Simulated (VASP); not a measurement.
# Al16BN14 (a cell with a defect) in VASP: electric field gradients with PBE

Aim: the electric field gradients of Al16BN14 (a cell with a defect) with PBE.

Everything below comes from runs of VASP 6.6.1. Logs are shortened: lines on timing, memory, paths and dates and some standing lists are left out, and cuts for length are marked.

### Step 1. The cell of the first run

The cell holds a defect, 31 atoms: a = 6.260 Å, b = 6.260 Å, c = 10.035 Å, α = 90.00°, β = 90.00°, γ = 120.00°.

### Step 2. Electric field gradients, PBE, collinear spin

INCAR reads:

```
SYSTEM = Al16BN14
ALGO     = Normal         ! electronic algorithm
EDIFF    = 1E-8           ! SCF threshold, eV
ENCUT    = 520            ! plane-wave cutoff, eV
GGA      = PE             ! functional
GGA_COMPAT= .FALSE.      
ISIF     = 2              ! what is computed and relaxed
ISMEAR   = -1             ! smearing method
ISPIN    = 2              ! spin polarisation
LASPH    = .TRUE.         ! aspherical terms in the spheres
LCHARG   = .FALSE.        ! write CHGCAR
LEFG     = .TRUE.       
LORBIT   = 11             ! projections on sites
LREAL    = .FALSE.        ! projectors in reciprocal space
LWAVE    = .FALSE.        ! write WAVECAR
MAGMOM   = 0 0 0 0 0 0.02 0 0 0 0.02 0 0 0.01 0.03 0 0 0 0 0 0 0.06 0 0.02 0.07 0 0 0.03 0.04 0 0 0.28 ! initial moments
NBANDS   = 86             ! bands
NELM     = 200            ! most SCF steps
NUPDOWN  = 1.0            ! fixed moment
PREC     = Accurate       ! precision mode
SIGMA    = 0.01           ! smearing width, eV
```

KPOINTS reads:

```
Automatic mesh
0
Gamma
  1 1 1
  0.25 0.25 0.25
```

POSCAR reads:

```
Al16BN14
1.0
    6.2595139128      0.0000000578      0.0000000000
   -3.1297570064      5.4208980350      0.0000000000
    0.0000000000      0.0000000000     10.0348065929
Al N B
16 14 1
Direct
    0.3333333300      0.1666666650      0.2496176900
    0.1666666700      0.3333333350      0.4996176900
    0.3333333300      0.1666666650      0.7496176900
    0.1666666700      0.3333333350      0.9996176900
    0.3333333300      0.6666666650      0.2496176900
    0.1666666700      0.8333333350      0.4996176900
    0.3333333300      0.6666666650      0.7496176900
    0.1666666700      0.8333333350      0.9996176900
    0.8333333300      0.1666666650      0.2496176900
    0.6666666700      0.3333333350      0.4996176900
    0.8333333300      0.1666666650      0.7496176900
    0.6666666700      0.3333333350      0.9996176900
    0.8333333300      0.6666666650      0.2496176900
    0.6666666700      0.8333333350      0.4996176900
    0.8333333300      0.6666666650      0.7496176900
    0.6666666700      0.8333333350      0.9996176900
    0.3333333300      0.1666666650      0.4403823100
    0.1666666700      0.3333333350      0.1903823100
    0.3333333300      0.1666666650      0.9403823100
    0.1666666700      0.3333333350      0.6903823100
    0.3333333300      0.6666666650      0.4403823100
    0.3333333300      0.6666666650      0.9403823100
    0.1666666700      0.8333333350      0.6903823100
    0.8333333300      0.1666666650      0.4403823100
    0.6666666700      0.3333333350      0.1903823100
    0.8333333300      0.1666666650      0.9403823100
    0.6666666700      0.3333333350      0.6903823100
    0.6666666700      0.8333333350      0.1903823100
    0.8333333300      0.6666666650      0.9403823100
    0.6666666700      0.8333333350      0.6903823100
    0.8333333300      0.6666666650      0.4403823100
```

Potentials or basis: VASP PAW PBE potentials, release 64 (Al, N, B).

On the command line:

```
> cat potpaw_PBE.64/Al/POTCAR potpaw_PBE.64/N/POTCAR potpaw_PBE.64/B/POTCAR > POTCAR
> mpirun -np 1 vasp_std > vasp.out
```

OUTCAR:

```text
SYSTEM = Al16BN14
   EDIFF = 1E-8
   ENCUT = 520
   GGA = PE
   ISIF = 2
   ISMEAR = -1
   ISPIN = 2
   LASPH = .TRUE.
   LORBIT = 11
   LREAL = .FALSE.
   NELM = 200
   NUPDOWN = 1.0
   PREC = Accurate

 ion  position               nearest neighbor table
   1  0.333  0.167  0.250-  18 1.90  25 1.90  17 1.91   4 3.09   2 3.09   8 3.09   6 3.09  12 3.09
                            10 3.09   9 3.13   9 3.13   5 3.13   5 3.13  13 3.13  13 3.13
   2  0.167  0.333  0.500-  17 1.90  21 1.90  24 1.90  20 1.91   1 3.09   3 3.09   5 3.09   7 3.09
                             9 3.09  11 3.09  10 3.13  10 3.13   6 3.13   6 3.13  14 3.13  14 3.13
   3  0.333  0.167  0.750-  20 1.90  23 1.90  27 1.90  19 1.91   2 3.09   4 3.09   6 3.09   8 3.09
                            10 3.09  12 3.09  11 3.13  11 3.13   7 3.13   7 3.13  15 3.13  15 3.13
   4  0.167  0.333  1.000-  19 1.90  22 1.90  26 1.90  18 1.91   1 3.09   3 3.09   5 3.09   7 3.09
                             9 3.09  11 3.09  12 3.13  12 3.13   8 3.13   8 3.13  16 3.13  16 3.13
   5  0.333  0.667  0.250-  18 1.90  28 1.90  21 1.91   8 3.09   6 3.09   4 3.09   2 3.09  16 3.09
                            14 3.09  13 3.13  13 3.13   1 3.13   1 3.13   9 3.13   9 3.13
   6  0.167  0.833  0.500-  21 1.90  17 1.90  31 1.90  23 1.91   5 3.09   7 3.09   1 3.09   3 3.09
                            13 3.09  15 3.09  14 3.13  14 3.13   2 3.13   2 3.13  10 3.13  10 3.13
   7  0.333  0.667  0.750-  23 1.90  20 1.90  30 1.90  22 1.91   6 3.09   8 3.09   2 3.09   4 3.09
                            14 3.09  16 3.09  15 3.13  15 3.13   3 3.13   3 3.13  11 3.13  11 3.13
   8  0.167  0.833  1.000-  22 1.90  19 1.90  29 1.90   7 3.09   5 3.09   3 3.09   1 3.09  15 3.09
                            13 3.09  16 3.13  16 3.13   4 3.13   4 3.13  12 3.13  12 3.13
   9  0.833  0.167  0.250-  25 1.90  28 1.90  18 1.90  24 1.91  10 3.09  12 3.09  14 3.09  16 3.09
[... 16 lines left out ...]
  18  0.167  0.333  0.190-   1 1.90   5 1.90   9 1.90   4 1.91
  19  0.333  0.167  0.940-   4 1.90   8 1.90  12 1.90   3 1.91
  20  0.167  0.333  0.690-   3 1.90   7 1.90  11 1.90   2 1.91
  21  0.333  0.667  0.440-   6 1.90   2 1.90  14 1.90   5 1.91
  22  0.333  0.667  0.940-   8 1.90   4 1.90  16 1.90   7 1.91
  23  0.167  0.833  0.690-   7 1.90   3 1.90  15 1.90   6 1.91
  24  0.833  0.167  0.440-  10 1.90  14 1.90   2 1.90   9 1.91
  25  0.667  0.333  0.190-   9 1.90  13 1.90   1 1.90  12 1.91
  26  0.833  0.167  0.940-  12 1.90  16 1.90   4 1.90  11 1.91
  27  0.667  0.333  0.690-  11 1.90  15 1.90   3 1.90  10 1.91
  28  0.667  0.833  0.190-  13 1.90   9 1.90   5 1.90  16 1.91
  29  0.833  0.667  0.940-  16 1.90  12 1.90   8 1.90  15 1.91
  30  0.667  0.833  0.690-  15 1.90  11 1.90   7 1.90  14 1.91
  31  0.833  0.667  0.440-  14 1.90  10 1.90   6 1.90  13 1.91

  LATTYP: Found a hexagonal cell.
 ALAT       =     6.2595139128
 C/A-ratio  =     1.6031287306

  Lattice vectors:

 A1 = (   6.2595139128,   0.0000000578,   0.0000000000)
 A2 = (  -3.1297570064,   5.4208980350,   0.0000000000)
[... 1169 lines left out ...]
     -0.00000      3.61393      2.50487         0.313706     -0.027777      0.671180
     -1.56488      4.51742      5.01357         1.387792      0.801242      0.415105
[... 23 lines left out ...]
      1.56488      4.51742      6.92785        -0.366475      0.144737      0.796456
      3.12976      3.61393      4.41915         0.303083      0.174985     -0.745147
 -----------------------------------------------------------------------------------
    total drift:                                0.000041      0.000023      0.004048

  FREE ENERGIE OF THE ION-ELECTRON SYSTEM (eV)
  ---------------------------------------------------
  free  energy   TOTEN  =      -219.2733882202 eV

  energy  without entropy=     -219.2733878359  energy(sigma->0) =     -219.27338803

 Electric field gradients (V/A^2)
---------------------------------------------------------------------
 ion       V_xx      V_yy      V_zz      V_xy      V_xz      V_yz
---------------------------------------------------------------------
   1     -13.909    24.638   -10.728     1.258     1.129    18.734
   2      -1.449    -0.565     2.014    -0.766    -0.518    -0.299
   3      -3.531    -3.052     6.583    -0.305     0.079     0.140
   4      -1.681    -1.070     2.751    -0.530    -0.257    -0.148
   5      16.090    -5.362   -10.728   -16.062    16.789    -8.389
   6      -9.215     0.705     8.510    -8.591    -5.968    -3.445
[... 23 lines left out ...]
  30       4.129     4.106    -8.236     1.491     3.231    -2.281
  31       0.069    -1.948     1.878     1.747     5.578     3.221
---------------------------------------------------------------------

 Electric field gradients after diagonalization (V/A^2)
 (convention: |V_zz| > |V_xx| > |V_yy|)
----------------------------------------------------------------------
 ion       V_xx      V_yy      V_zz     asymmetry (V_yy - V_xx)/ V_zz
----------------------------------------------------------------------
   1     -18.866   -13.905    32.771       0.151
   2      -1.980    -0.123     2.103       0.883
   3      -3.681    -2.905     6.586       0.118
   4      -2.006    -0.764     2.770       0.448
   5     -18.866   -13.905    32.771       0.151
   6      10.439     5.665   -16.105       0.296
[... 23 lines left out ...]
  30       5.662     3.854    -9.516       0.190
  31      -4.975    -2.957     7.932       0.254
----------------------------------------------------------------------

           NMR quadrupolar parameters

 Cq : quadrupolar parameter    Cq=e*Q*V_zz/h
 eta: asymmetry parameters     (V_yy - V_xx)/ V_zz
 Q  : nuclear electric quadrupole moment in mb (millibarn)
----------------------------------------------------------------------
 ion       Cq(MHz)       eta       Q (mb)
----------------------------------------------------------------------
   1       0.079       0.151       1.000
   2       0.005       0.883       1.000
   3       0.016       0.118       1.000
   4       0.007       0.448       1.000
   5       0.079       0.151       1.000
   6      -0.039       0.296       1.000
[... 23 lines left out ...]
  30      -0.023       0.190       1.000
  31       0.019       0.254       1.000
----------------------------------------------------------------------

 total charge

# of ion       s       p       d       tot
------------------------------------------
    1        0.370   0.388   0.000   0.758
    2        0.372   0.424   0.000   0.796
    3        0.374   0.429   0.000   0.803
    4        0.374   0.430   0.000   0.803
    5        0.370   0.388   0.000   0.758
    6        0.400   0.450   0.000   0.850
[... 23 lines left out ...]
   30        1.232   2.605   0.000   3.838
   31        0.805   1.400   0.000   2.205
--------------------------------------------------
tot         24.183  44.651   0.000  68.834

 magnetization (x)

# of ion       s       p       d       tot
------------------------------------------
    1       -0.000  -0.000   0.000  -0.001
    2       -0.000  -0.000   0.000  -0.000
    3       -0.000   0.001   0.000   0.001
    4       -0.000   0.000   0.000  -0.000
    5       -0.000  -0.000   0.000  -0.001
    6        0.013   0.034   0.000   0.047
[... 23 lines left out ...]
   30        0.000   0.008   0.000   0.009
   31        0.012   0.296   0.000   0.308
--------------------------------------------------
tot          0.048   0.562   0.000   0.610
```

stdout:

```text
POSCAR found type information on POSCAR AlN B
 POSCAR found :  3 types and      31 ions
 scaLAPACK will be used
 -----------------------------------------------------------------------------
[... 19 lines left out ...]
     0.0000480    -0.0634386    -1.1065163     0.5261290    -0.0514340     1.1918616
     0.0000661    -0.0634386    -1.1065163     0.5261290    -0.0514340     1.1918616
     0.0000910    -0.0634386    -1.1065163     0.5261290    -0.0514340     1.1918616
[... 100 lines left out ...]
     0.0000349    -0.8850294   -10.6572799    -9.5873435    -0.1784564   -15.1911777
     0.0000480    -0.8850286   -10.6572708    -9.5873353    -0.1784562   -15.1911647
     0.0000661    -0.8850274   -10.6572555    -9.5873216    -0.1784560   -15.1911428
     0.0000910    -0.8850253   -10.6572300    -9.
```

Run time: 13 min. Hardware: 1 thread of Intel Xeon Platinum 8259CL at 2.50GHz (Skylake/Cascade Lake), shared host; peak memory 0.71 GiB.

Results:

| Item | Value |
| --- | --- |
| Free energy | -219.2734 eV |
| Pressure | 3.5 GPa |
| Largest force | 1.720 eV/Å |
| Net moment | 1.00 μB per cell |
| Site moments | Al -0.00, +0.00, +0.05, +0.02 (each value once); N +0.03, -0.00, +0.00, +0.04, +0.02, +0.01 (each value once); B +0.31 μB |
| Largest electric field gradient by atom | Al +32.8, +2.1, +6.6, +2.8, -16.1, +26.8, -1.8, -25.6, +4.8, +1.4, +48.8, +8.0 (each value once); N +11.7, +14.5, +8.4, -5.7, -6.2, +6.1, -14.5, -9.3, -9.5, +10.0 (each value once); B +7.9 V/Å² |
| Valence electrons inside the program's atomic spheres | Al 0.76, 0.80, 0.85, 0.79, 0.86, 0.83 (each value once); N 3.83, 3.84 (each value once); B 2.21 |

Forces in eV/Å, atoms in the order of the input:
```
Al   0.133  0.286  0.671
Al  -0.260 -0.150 -0.041
Al   0.128 -0.052 -0.352
Al  -0.125 -0.072 -0.062
Al   0.314 -0.028  0.671
Al   1.388  0.801  0.415
Al   0.019  0.136 -0.352
Al   0.243  0.140 -0.318
Al  -0.067 -0.039  0.929
Al   0.181 -1.557  0.710
Al  -0.152 -0.088 -0.236
Al   0.106 -0.198  0.031
Al  -0.215 -0.124 -0.919
Al  -1.258  0.935  0.710
Al  -0.009 -0.005 -0.972
Al  -0.118  0.190  0.031
N    0.064 -0.263 -0.658
N    0.003  0.002 -0.375
N   -0.103 -0.029  0.347
N    0.076  0.044  0.140
N   -0.196  0.187 -0.658
N   -0.077 -0.074  0.347
N    0.266  0.153  0.625
N   -0.003 -0.002 -0.315
N   -0.086 -0.310 -0.921
N    0.085  0.049  0.115
N   -0.058 -0.390  0.796
N   -0.312  0.081 -0.921
N    0.095  0.055  0.511
N   -0.366  0.145  0.796
B    0.303  0.175 -0.745
```

Stress tensor (GPa, compression positive):
```
 3.16  0.18 -0.03
 0.18  2.96 -0.02
-0.03 -0.02  4.40
```

Electric field gradients, principal values (V/Å²):
```tsv
atom	least	middle	greatest (by size)
1 Al	-13.905	-18.866	32.771
2 Al	-0.123	-1.980	2.103
3 Al	-2.905	-3.681	6.586
4 Al	-0.764	-2.006	2.770
5 Al	-13.905	-18.866	32.771
6 Al	5.665	10.439	-16.105
7 Al	-2.905	-3.681	6.586
8 Al	-13.156	-13.631	26.787
9 Al	0.664	1.093	-1.757
10 Al	9.932	15.630	-25.562
11 Al	-1.954	-2.849	4.803
12 Al	-0.122	-1.305	1.428
13 Al	-4.243	-44.553	48.796
14 Al	9.932	15.630	-25.562
15 Al	-3.854	-4.120	7.974
16 Al	-0.122	-1.305	1.428
17 N	-1.750	-9.971	11.720
18 N	-0.646	-13.896	14.541
19 N	-0.445	-7.987	8.432
20 N	2.363	3.295	-5.658
21 N	-1.751	-9.970	11.721
22 N	-0.446	-7.987	8.433
23 N	2.891	3.300	-6.191
24 N	-2.732	-3.345	6.077
25 N	1.715	12.807	-14.522
26 N	4.364	4.923	-9.287
27 N	3.854	5.662	-9.516
28 N	1.715	12.807	-14.522
29 N	-1.607	-8.387	9.995
30 N	3.854	5.662	-9.516
31 B	-2.957	-4.975	7.932
```

Caveat: the k points lie up to 0.58 Å⁻¹ apart; without QUAD_EFG the Cq values of the log hold for a quadrupole moment of 1 mb, not for the nuclei; the total moment is fixed, so each spin has its own Fermi level and the state may be an excited one.
